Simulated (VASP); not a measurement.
The system is AlNi3.

```
Al Ni
1.0
     2.54382    0.00000    0.00000
    -1.27191    2.20301    0.00000
     0.00000    0.00000    8.16622
Al Ni
1 3
Cartesian
  1.2719 0.7343 4.0831
  0.0000 1.4687 6.1247
  0.0000 1.4687 2.0416
  1.2719 0.7343 0.0000
```

```yaml
Program: VASP 6.6.1
Task: relaxation of cell and atoms
Functional: PBE
Potentials_or_basis: VASP PAW PBE potentials, release 64 (Al, Ni)
Cutoff: 600 eV
k_mesh: 6 × 6 × 2
Occupations: gaussian, width 0.1 eV
Spin: collinear spin, ferrimagnetic start
Starting_moments: "[0.0, -2.0, 2.0, -2.0] μB"
```

At the start: pressure 3.0 GPa; volume 11.44 Å³/atom.

**Question.** How do energy, volume and symmetry change on relaxing?

**Answer.** Over 7 steps the energy falls by 30.4 meV/atom and the volume is 11.64 Å³/atom (+1.8 %); space group P-6m2 (No. 187, to 0.1 Å) before and after; moment 0.36 μB per cell.

Step by step:
```
step  energy change (eV)  largest force (eV/Å)  pressure (GPa)  volume (Å³)
   1              0.0000                0.3936            2.97        45.76
   2             -0.1093                0.2225           -2.01        47.14
   3             -0.1110                0.1957           -2.54        47.32
   4             -0.1177                0.0705            1.50        46.20
   5             -0.1199                0.1158            0.11        46.56
   6             -0.1212                0.0566            0.10        46.57
   7             -0.1215                0.0024            0.07        46.57
```

Final structure:
```xyz
4
Lattice="2.6153 0.0000 0.0000 -1.3077 2.2649 0.0000 0.0000 0.0000 7.8620" Properties=species:S:1:pos:R:3 pbc="T T T"
Al    1.3077    0.7550    3.9310
Ni    0.0000    1.5099    5.8561
Ni    0.0000    1.5099    2.0058
Ni    1.3077    0.7550    0.0000
```

Caveat: the k points lie up to 0.46 Å⁻¹ apart in the final cell.
